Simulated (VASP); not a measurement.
**W: single point with PBE+D3(BJ)**

The system is W.

```xyz
1
Lattice="-1.5928 1.5928 1.5928 1.5928 -1.5928 1.5928 1.5928 1.5928 -1.5928" Properties=species:S:1:pos:R:3 pbc="T T T"
W     0.0000    0.0000    0.0000
```

```json
{"Program": "VASP 6.6.1", "Task": "single point", "Functional": "PBE", "Dispersion": "D3(BJ)", "Potentials or basis": "VASP PAW PBE potentials, release 64 (W_sv)", "Cutoff": "520 eV", "k mesh": "12 × 12 × 12", "Occupations": "methfessel-paxton, width 0.1 eV", "Spin": "no spin polarisation", "Dipole correction": "no", "Further INCAR settings": "ALGO = Normal; EDIFF = 1e-06; NBANDS = 13"}
```

- Pressure: -6.7 GPa
- Band gap on the k mesh: zero (band 7 reaches 16.18 eV, above the bottom of band 8 at 9.96 eV)
- Dispersion energy per atom: -0.681 eV

Levels at points of the mesh, in eV from the Fermi level:
```tsv
k point	band 3	band 4	band 5	band 6	band 7	band 8	band 9	band 10	band 11	band 12
(0.00, 0.00, 0.00)	-37.69	-37.69	-9.41	-1.08	-1.08	-1.08	2.33	2.33	14.59	14.59
(0.50, 0.00, 0.00)	-38.09	-37.70	-6.03	-3.36	0.73	2.21	3.16	6.09	10.88	11.56
(0.50, 0.50, 0.50)	-38.54	-38.54	-5.56	-5.56	5.14	5.14	5.14	8.21	8.21	8.21
```

Wall time 6.5 s on 1 thread of Intel(R) Xeon(R) Platinum 8559C (Emerald Rapids), with other jobs on the host, peak memory 0.15 GiB.

Caveat: three body term missing; spin-orbit coupling is left out, which moves the levels of the heavy elements; pairwise dispersion overbinds metals, which lowers pressure and volume.
